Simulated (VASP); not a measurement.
**B: relaxation of cell and atoms with PBE**

B:

```
CELL_PARAMETERS angstrom
1.87632 0.00000 0.00000
-0.93816 1.62494 0.00000
0.00000 0.00000 3.03964
ATOMIC_POSITIONS crystal
B 0.33333 0.66667 0.25000
B 0.66667 0.33333 0.75000
```

| Item | Value |
| --- | --- |
| Program | VASP 6.6.1 |
| Task | relaxation of cell and atoms |
| Functional | PBE |
| Potentials or basis | VASP PAW PBE potentials, release 64 (B) |
| Cutoff | 600 eV |
| k mesh | 23 × 23 × 12 |
| Occupations | fermi-dirac, width 0.08 eV |
| Spin | no spin polarisation |
| Target pressure | 100 GPa |
| Dipole correction | no |
| Further INCAR settings | ALGO = Normal; EDIFF = 1e-06; IBRION = 2; EDIFFG = -0.005; NSW = 60; ISIF = 3 |

* Relaxed volume: 4.84 Å³/atom
* Relaxed cell: a = 1.735 Å, b = 1.735 Å, c = 3.714 Å, α = 90.00°, β = 90.00°, γ = 120.00°
* Space group after relaxing (to 0.05 Å): P6_3/mmc (No. 194)
* Energy change on relaxing (the enthalpy is what falls): -231.8 meV/atom
* Ionic steps: 18
* Pressure after relaxing: 100.0 GPa
* Band gap on the k mesh: zero (band 3 reaches 16.45 eV, above the bottom of band 4 at 9.23 eV)

Stress tensor (GPa, compression positive):
```
100.07   0.00   0.00
  0.00 100.07   0.00
  0.00   0.00  99.98
```

Step by step:
```csv
step,energy change (eV),largest force (eV/Å),pressure (GPa),volume (Å³)
1,0.0000,0.0000,103.77,9.27
2,-0.1353,0.0000,94.38,9.41
3,-0.4467,0.0000,77.98,9.80
4,-0.5726,0.0000,74.03,9.96
5,-0.7639,0.0000,72.54,10.24
6,-0.6573,0.0000,72.79,10.08
7,-0.6538,0.0000,75.88,10.06
8,-0.6281,0.0000,86.39,9.97
9,-0.6126,0.0000,89.64,9.94
10,-0.5890,0.0000,91.11,9.90
11,-0.5136,0.0000,95.56,9.77
12,-0.4848,0.0000,97.20,9.72
13,-0.4771,0.0000,98.36,9.71
14,-0.4681,0.0000,99.69,9.69
15,-0.4677,0.0000,99.76,9.69
16,-0.4674,0.0000,99.81,9.69
17,-0.4664,0.0000,99.86,9.69
18,-0.4635,0.0000,100.04,9.69
```

Final structure:
```yaml
crystal:
  lattice:
    - [1.73534, 0.00000, 0.00000]
    - [-0.86767, 1.50285, 0.00000]
    - [0.00000, 0.00000, 3.71427]
  atoms:
    - { symbol: B, position: [0.33333, 0.66667, 0.25000] }
    - { symbol: B, position: [0.66667, 0.33333, 0.75000] }
```

Levels at points of the mesh, in eV from the Fermi level:
```tsv
k point	band 1	band 2	band 3	band 4	band 5	band 6
(0.00, 0.00, 0.00)	-21.21	-13.41	-11.48	8.82	21.80	22.77
(0.00, 0.00, 0.50)	-19.06	-19.06	-1.58	-1.58	23.45	23.45
```

Run time: 84 s on 1 thread of Intel(R) Xeon(R) Platinum 8488C (Sapphire Rapids), on a shared host, peak memory 0.14 GiB.

Caveat: the cell is relaxed towards a set pressure, so the enthalpy falls and the energy may rise.
